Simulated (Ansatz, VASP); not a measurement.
Ni: VASP beside Ansatz

File INCAR:

```
SYSTEM = Ni
  PREC = Accurate
  ENCUT = 520
  EDIFF = 1E-6
  ISMEAR = -1
  SIGMA = 0.05
  LREAL = .FALSE.
  LASPH = .TRUE.
  NELM = 150
  ALGO = Normal
  ISIF = 2
  LWAVE = .FALSE.
  LCHARG = .TRUE.
  ISPIN = 2
  MAGMOM = 2
  LORBIT = 11
  LMAXMIX = 4
  LDAU = .TRUE.
  LDAUTYPE = 2
  LDAUL = 2
  LDAUU = 6.2
  LDAUJ = 0
  LDAUPRINT = 1
  GGA = PE
  LELF = .TRUE.
  LVHAR = .TRUE.
  NBANDS = 15
```

Contents of KPOINTS:

```
Automatic mesh
0
G
  12 12 12
  0 0 0
```

POSCAR

```
Ni
1.0
    0.0000000000      1.7698700000      1.7698700000
    1.7698700000      0.0000000000      1.7698700000
    1.7698700000      1.7698700000      0.0000000000
Ni
1
Direct
    0.0000000000      0.0000000000      0.0000000000
```

Input for Ansatz:

```yaml
crystal:
  lattice:
    - [0.0, 1.76987, 1.76987]
    - [1.76987, 0.0, 1.76987]
    - [1.76987, 1.76987, 0.0]
  atoms:
    - { symbol: Ni, position: [0.0, 0.0, 0.0], spin: 2.0 }
magnetization:
  spin_polarized: true
hamiltonian:
  xc: pbe
  pseudopotentials: { kind: paw }
  hubbard: { sites: [{ species: Ni, l: d, u_eff: 6.2 }] }
basis:
  ecutwfc: 420
kpoints:
  mp_grid: { grid: [12, 12, 12] }
scf:
  occupations: { method: fermi_dirac, width: 0.05 }
  lower_state_search: "off"
output:
  forces: true
  stress: true
```

Alike in both runs: task single point; functional PBE; k mesh 12 × 12 × 12; occupations fermi-dirac, width 0.05 eV; collinear spin; Hubbard terms Ni d U = 6.2 eV.

|  | VASP | Ansatz |
| --- | --- | --- |
| version | VASP 6.6.1 | Ansatz 0.2.0 |
| potentials or method | VASP PAW PBE potentials, release 64 (Ni), cutoff 520 eV | PAW, plane waves, scalar-relativistic |
| valence electrons in the cell | 10 | 18 |

VASP gave:

* pressure (GPa): -11.9
* net moment per atom (μB): 0.74
* size of the moment on the site where the two differ most (μB): 0.79

Q: Estimate Ansatz's values.

A: Pressure (GPa): -0.1; net moment per atom (μB): 0.71; size of the moment on the site where the two differ most (μB): 0.78.

Site moments also hang on the region over which each program counts them. The programs project onto different local orbitals, so the same U acts differently, and such runs can settle in different states. VASP's potentials hold 10 valence electrons a cell and Ansatz's 18, so a difference there can come from the potentials and not from the codes. Ansatz's warnings: filled band counts differ across k points.
